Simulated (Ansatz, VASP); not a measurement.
**Two plane-wave programs on Rh**

```
Rh
1.0
     2.84740    0.00000    0.00000
    -1.42370    2.46592    0.00000
     0.00000    0.00000    4.38484
Rh
2
Cartesian
  1.4237 0.8220 3.2886
  0.0000 1.6439 1.0962
```

Change from the starting cell: strain +0.0450 x Voigt [1, 1, 0, 0, 0, 0], atoms carried along.

Alike in both runs: task single point; functional PBE; k mesh 24 × 24 × 14; occupations gaussian, width 0.15 eV; no spin polarisation.

|  | VASP | Ansatz |
| --- | --- | --- |
| version | VASP 6.6.1 | Ansatz 0.2.0 |
| potentials or method | VASP PAW PBE potentials, release 64 (Rh_pv), cutoff 520 eV | scalar-relativistic, plane waves, PAW |
| valence electrons in the cell | 30 | 34 |

VASP gave:

```
gap on the k mesh at the Fermi level (eV)                     : none
pressure (GPa)                                                : -17.0
traceless stress, the component that is largest in VASP (GPa) : 4.59
```

**Question.** Estimate Ansatz's values.

**Answer.** gap on the k mesh at the Fermi level (eV): none; pressure (GPa): -17.0; traceless stress, the component that is largest in VASP (GPa): 4.57.

A gap of «none» marks a metal or a gap that the smearing closes. VASP's potentials hold 30 valence electrons a cell and Ansatz's 34, so a difference there can come from the potentials and not from the codes.
